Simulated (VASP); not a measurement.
# Hf (Im-3m) in VASP: a series of runs, part 3 of 3

VASP 6.6.1.

**5. Electric field gradients, PBEsol (volume scaled by 1.01)**

Contents of INCAR:

```
SYSTEM = Hf
PREC     = Accurate       ! precision mode
ENCUT    = 520            ! plane-wave cutoff, eV
EDIFF    = 1E-8           ! SCF threshold, eV
ISMEAR   = -1             ! smearing method
SIGMA    = 0.05           ! smearing width, eV
LREAL    = .False.        ! projectors in reciprocal space
LASPH    = .True.         ! aspherical terms in the spheres
NELM     = 80             ! most SCF steps
ALGO     = Normal         ! electronic algorithm
ISIF     = 2              ! what is computed and relaxed
LWAVE    = .False.        ! write WAVECAR
LCHARG   = .False.        ! write CHGCAR
GGA      = PS             ! functional
LEFG     = .True.       
NBANDS   = 11             ! bands
```

Contents of KPOINTS:

```
regular mesh
0
Gamma
  14 14 14
  0 0 0
```

Contents of POSCAR:

```
Hf
1.0
   -1.8109967218      1.8109967218      1.8109967218
    1.8109967218     -1.8109967218      1.8109967218
    1.8109967218      1.8109967218     -1.8109967218
Hf
1
Direct
    0.0000000000      0.0000000000      0.0000000000
```

Potentials or basis: VASP PAW PBE potentials, release 64 (Hf_pv).

Started as:

```sh
> cat potpaw_PBE.64/Hf_pv/POTCAR > POTCAR
> mpirun -np 1 vasp_std > vasp.out
```

OUTCAR:

```text
SYSTEM = Hf
   PREC = Accurate
   ENCUT = 520
   EDIFF = 1E-8
   ISMEAR = -1
   LREAL = .False.
   LASPH = .True.
   NELM = 80
   ISIF = 2
   GGA = PS

 ion  position               nearest neighbor table
   1  0.000  0.000  0.000-

  LATTYP: Found a body centered cubic cell.
 ALAT       =     3.6219934436

  Lattice vectors:

 A1 = (  -1.8109967218,   1.8109967218,   1.8109967218)
 A2 = (   1.8109967218,  -1.8109967218,   1.8109967218)
 A3 = (   1.8109967218,   1.8109967218,  -1.8109967218)

Analysis of symmetry for initial positions (statically):
=====================================================================
 Subroutine PRICEL returns:
 Original cell was already a primitive cell.

 Routine SETGRP: Setting up the symmetry group for a
 body centered cubic supercell.

 Subroutine GETGRP returns: Found 48 space group operations
 (whereof 48 operations were pure point group operations)
 out of a pool of 48 trial point group operations.

The static configuration has the point symmetry O_h .

Analysis of symmetry for dynamics (positions and initial velocities):
=====================================================================
 Subroutine PRICEL returns:
 Original cell was already a primitive cell.

 Routine SETGRP: Setting up the symmetry group for a
 body centered cubic supercell.

 Subroutine GETGRP returns: Found 48 space group operations
 (whereof 48 operations were pure point group operations)
 out of a pool of 48 trial point group operations.

The dynamic configuration has the point symmetry O_h .

 Subroutine INISYM returns: Found 48 space group operations
 (whereof 48 operations are pure point group operations),
 and found     1 'primitive' translations

[... 153 lines left out ...]
      4      -2.8210      2.00000
      5       5.4813      0.00000
      6       5.4813      0.00000
      7       5.4813      0.00000
      8       8.1035      0.00000
      9       8.1035      0.00000
     10      17.0597      0.00000
     11      17.0597      0.00000
[... 309 lines left out ...]
 k-point    24 :       0.3571    0.2857   -0.0000
  band No.  band energies     occupation
      1     -26.5089      2.00000
      2     -26.4064      2.00000
      3     -26.0789      2.00000
      4       2.4356      2.00000
      5       3.4430      1.99998
      6       3.6664      1.99827
      7       8.2103      0.00000
      8       8.6699      0.00000
      9      10.9082      0.00000
     10      13.3510      0.00000
     11      14.7142      0.00000

 [... further k-points ...]
[... 5 lines left out ...]
  --------------------------------------------------------------------------------------
  -------------------------------------------------------------------------------------
  Total       -1.4928813     -1.4928813     -1.4928813     -0.0000000     -0.0000000     -0.0000000
  in kB     -100.6752891   -100.6752891   -100.6752891     -0.0000000     -0.0000000     -0.0000000
  external PRESSURE =    -100.6752891 kB  Pullay stress =       0.0000000 kB

 VOLUME and BASIS-vectors are now :
 -----------------------------------------------------------------------------
  energy-cutoff  :      520.00
  volume of cell :       23.76
      direct lattice vectors                 reciprocal lattice vectors
    -1.810996722  1.810996722  1.810996722     0.000000000  0.276091057  0.276091057
     1.810996722 -1.810996722  1.810996722     0.276091057  0.000000000  0.276091057
     1.810996722  1.810996722 -1.810996722     0.276091057  0.276091057  0.000000000

 POSITION                                       TOTAL-FORCE (eV/Angst)
 -----------------------------------------------------------------------------------
      0.00000      0.00000      0.00000         0.000000     -0.000000      0.000000
 -----------------------------------------------------------------------------------
    total drift:                               -0.000000      0.000000      0.000000

  FREE ENERGIE OF THE ION-ELECTRON SYSTEM (eV)
  ---------------------------------------------------
  free  energy   TOTEN  =       -10.2554443716 eV

  energy  without entropy=      -10.2371388111  energy(sigma->0) =      -10.24629159

 Electric field gradients (V/A^2)
---------------------------------------------------------------------
 ion       V_xx      V_yy      V_zz      V_xy      V_xz      V_yz
---------------------------------------------------------------------
   1      -0.000     0.000     0.000    -0.000    -0.000    -0.000
---------------------------------------------------------------------

 Electric field gradients after diagonalization (V/A^2)
 (convention: |V_zz| > |V_xx| > |V_yy|)
----------------------------------------------------------------------
 ion       V_xx      V_yy      V_zz     asymmetry (V_yy - V_xx)/ V_zz
----------------------------------------------------------------------
   1       0.000     0.000    -0.000       0.000
----------------------------------------------------------------------

           NMR quadrupolar parameters

 Cq : quadrupolar parameter    Cq=e*Q*V_zz/h
 eta: asymmetry parameters     (V_yy - V_xx)/ V_zz
 Q  : nuclear electric quadrupole moment in mb (millibarn)
----------------------------------------------------------------------
 ion       Cq(MHz)       eta       Q (mb)
----------------------------------------------------------------------
   1      -0.000       0.000       1.000
----------------------------------------------------------------------
```

OSZICAR:

```text
N       E                     dE             d eps       ncg     rms          rms(c)
DAV:   1     0.124626449611E+02    0.12463E+02   -0.56445E+03  2296   0.831E+02
DAV:   2    -0.101969055017E+02   -0.22660E+02   -0.21919E+02  2880   0.155E+02
DAV:   3    -0.106780761766E+02   -0.48117E+00   -0.46655E+00  2829   0.152E+01
DAV:   4    -0.106803420130E+02   -0.22658E-02   -0.22652E-02  2616   0.124E+00
DAV:   5    -0.106803568688E+02   -0.14856E-04   -0.14856E-04  2893   0.871E-02    0.439E+01
DAV:   6    -0.103593224343E+02    0.32103E+00   -0.27904E-01  2510   0.370E+00    0.251E+01
DAV:   7    -0.102597031284E+02    0.99619E-01   -0.35069E-01  2588   0.402E+00    0.116E+00
DAV:   8    -0.102554593786E+02    0.42437E-02   -0.23712E-02  2522   0.109E+00    0.694E-02
DAV:   9    -0.102554414162E+02    0.17962E-04   -0.32817E-04  2864   0.160E-01    0.514E-02
DAV:  10    -0.102554448424E+02   -0.34262E-05   -0.22699E-05  2763   0.351E-02    0.339E-02
DAV:  11    -0.102554443785E+02    0.46383E-06   -0.30396E-06  2731   0.129E-02    0.158E-03
DAV:  12    -0.102554443716E+02    0.69145E-08   -0.45494E-08  2730   0.196E-03
   1 F= -.10255444E+02 E0= -.10246292E+02  d E =-.183056E-01
```

stdout:

```text
POSCAR found type information on POSCAR Hf
 POSCAR found :  1 types and       1 ions
 scaLAPACK will be used
 -----------------------------------------------------------------------------
|                                                                             |
|                                                                             |
|     You enforced a specific xc type in the INCAR file but a different       |
|     I HOPE YOU KNOW WHAT YOU ARE DOING!                                     |
|                                                                             |
 -----------------------------------------------------------------------------

 LDA part: xc-table for (Slater+PW92), standard interpolation
 POSCAR, INCAR and KPOINTS ok, starting setup
 FFT: planning ... GRIDC
 FFT: planning ... GRID_SOFT
 FFT: planning ... GRID
 WAVECAR not read
 entering main loop
ion   1
```

Wall time 11 s (1 thread of Intel Xeon Platinum 8488C (Sapphire Rapids), shared host); peak memory 0.15 GiB.

Results:

```yaml
Free_energy: -10.2554 eV
Pressure: -10.1 GPa
Band_gap_on_the_k_mesh: zero (band 5 reaches 5.48 eV, above the bottom of band 6 at 3.31 eV)
```

Levels at points of the mesh, in eV from the Fermi level:
```csv
k point,band 1,band 2,band 3,band 4,band 5,band 6,band 7,band 8,band 9,band 10
"(0.00, 0.00, 0.00)",-30.01,-30.01,-30.01,-6.84,1.46,1.46,1.46,4.08,4.08,13.04
"(0.50, 0.00, 0.00)",-30.69,-30.24,-30.02,-3.20,-0.41,0.89,3.87,4.82,7.09,9.35
"(0.50, 0.50, 0.50)",-30.49,-30.49,-30.49,-2.32,-2.32,6.34,6.34,6.34,6.77,6.77
```

Caveat: without QUAD_EFG the Cq values of the log hold for a quadrupole moment of 1 mb, not for the nuclei; the PAW data sets were made with another functional, which shifts forces and pressure a little; spin-orbit coupling is left out, which moves the levels of the heavy elements.

**6. The runs side by side**

```tsv
cell	gap on the mesh (eV)	pressure (GPa)
a = 3.116 Å, angles 109.5°, 1 atom	none	-8.6
a = 3.147 Å, angles 109.5°, 1 atom	none	-10.8
a = 3.137 Å, angles 109.5°, 1 atom	none	-10.1
```

Alike in all rows: task electric field gradients; level PBEsol; potentials or basis VASP PAW PBE potentials, release 64 (Hf_pv); no spin polarisation; k mesh 14 × 14 × 14; cutoff (eV) 520; smearing fermi-dirac 0.05 eV.

Caveats: the PAW data sets were made with another functional, which shifts forces and pressure a little; spin-orbit coupling is left out, which moves the levels of the heavy elements.

Total energies depend on the potentials used, so only differences within one code and one set of settings carry meaning.
